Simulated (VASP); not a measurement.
Fe:

```
Fe
1.0
     2.34700    0.00000    0.00000
    -1.17350    2.03256    0.00000
     0.00000    0.00000    3.79700
Fe
2
Direct
  0.33333 0.66667 0.25000
  0.66667 0.33333 0.75000
```

This isn't the form of Fe at room conditions, which is bcc.

Base run:

| Item | Value |
| --- | --- |
| Program | VASP 6.6.1 |
| Functional | PBEsol |
| Potentials or basis | VASP PAW PBE potentials, release 64 (Fe) |
| Cutoff | 520 eV |
| k mesh | 14 × 14 × 8 |
| Occupations | fermi-dirac, width 0.1 eV |
| Spin | collinear spin, ferromagnetic start |
| Starting moments | [1.0, 1.0] μB |
| Fixed moment | 2 μB |

Its results: pressure 42.5 GPa; site moments Fe +0.97 μB.

Question: The run is repeated on the same cell with these changes: fixed moment from 2 μB to 0.4 μB; moments at the start from [1.0, 1.0] to [0.2, 0.2]. What comes out?

Answer: Pressure 31.4 GPa; site moments Fe +0.20 μB.

Caveats: the cell stands under pressure; the PAW data sets were made with another functional, which shifts forces and pressure a little; the total moment is fixed, so each spin has its own Fermi level.
